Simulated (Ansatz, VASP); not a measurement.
One calculation of Hf, two programs

INCAR

```
SYSTEM = Hf
  ALGO = Fast
  EDIFF = 1E-6
  EDIFFG = -0.01
  ENCUT = 600
  GGA = RP
  IBRION = 2
  ISIF = 3
  ISMEAR = -1
  IVDW = 12
  LASPH = .True.
  LCHARG = .False.
  LREAL = .False.
  LWAVE = .False.
  NELM = 60
  NSW = 60
  PREC = Accurate
  SIGMA = 0.05
```

KPOINTS

```
k-points
0
Gamma
  10 10 10
  0 0 0
```

The input POSCAR:

```
Hf
1.0
   -1.8050000000      1.8050000000      1.8050000000
    1.8050000000     -1.8050000000      1.8050000000
    1.8050000000      1.8050000000     -1.8050000000
Hf
1
Direct
    0.0000000000      0.0000000000      0.0000000000
```

input.yaml

```yaml
crystal:
  lattice:
    - [-1.805, 1.805, 1.805]
    - [1.805, -1.805, 1.805]
    - [1.805, 1.805, -1.805]
  atoms:
    - { symbol: Hf, position: [0.0, 0.0, 0.0] }
hamiltonian:
  xc: rpbe
  pseudopotentials: { kind: paw }
  dispersion: d3bj
kpoints:
  mp_grid: { grid: [10, 10, 10] }
scf:
  occupations: { method: fermi_dirac, width: 0.05 }
output:
  forces: true
  stress: true
  eigenvalues: true
relax:
  f_tol: 0.01
  max_steps: 40
  cell: { stress_tol: 0.05 }
```

Alike in both runs: task relaxation of cell and atoms; functional RPBE; dispersion D3(BJ); k mesh 10 × 10 × 10; occupations fermi-dirac, width 0.05 eV; no spin polarisation.

|  | VASP | Ansatz |
| --- | --- | --- |
| version | VASP 6.6.1 | Ansatz 0.2.0 |
| potentials or method | VASP PAW PBE potentials, release 64 (Hf_pv) | Ansatz PAW |
| plane-wave cutoff (eV) | 600 | 420 |
| valence electrons in the cell | 10 | 26 |

```csv
,VASP,Ansatz,Ansatz less VASP
"gap on the k mesh at the Fermi level, each at its own relaxed structure (eV)",none,none,-
relaxed volume (Å³/atom),17.29,17.34,+0.046
relaxed cell length with the largest relative difference (Å),2.821,2.824,+0.0025
```

VASP's potentials were made for PBE, not for RPBE. A gap of «none» marks a metal or a gap that the smearing closes. VASP's potentials hold 10 valence electrons a cell and Ansatz's 26, so a difference there can come from the potentials and not from the codes.

Spin-orbit coupling is off throughout. Noted on VASP's run: the volume moved by over 15 % at a fixed basis, so the end points are rough. Noted on Ansatz's run: the volume moved by over 15 % at a fixed basis, so the end points are rough; the plane-wave basis is chosen anew once the cell has moved, so the energies of steps on either side of that aren't comparable.
